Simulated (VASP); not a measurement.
# AlP: single point with PBE

The system is AlP.

```xyz
2
Lattice="0.0000 2.7465 2.7465 2.7465 0.0000 2.7465 2.7465 2.7465 0.0000" Properties=species:S:1:pos:R:3 pbc="T T T"
Al    0.0000    0.0000    0.0000
P     1.3733    1.3733    1.3733
```

- Program: VASP 6.6.1
- Task: single point
- Functional: PBE
- Potentials or basis: VASP PAW PBE potentials, release 64 (Al, P)
- Cutoff: 500 eV
- k mesh: 7 × 7 × 7
- Occupations: gaussian, width 0.2 eV
- Spin: no spin polarisation

| Property | Result |
| --- | --- |
| Pressure | 0.6 GPa |
| Band gap on the k mesh | 1.74 eV, indirect (least direct gap 3.15 eV) |

Levels at points of the mesh, in eV from the valence-band top:
```
           k point  band 1  band 2  band 3  band 4  band 5  band 6  band 7  band 8
(0.00, 0.00, 0.00)  -11.40    0.00    0.00    0.00    3.15    4.54    4.54    4.54
```

It used 7 s of CPU time on 1 thread of Intel Xeon 6975P-C (shared host).

A k mesh can miss the band edges. PBE gaps usually lie below the measured ones, often by a third to a half.
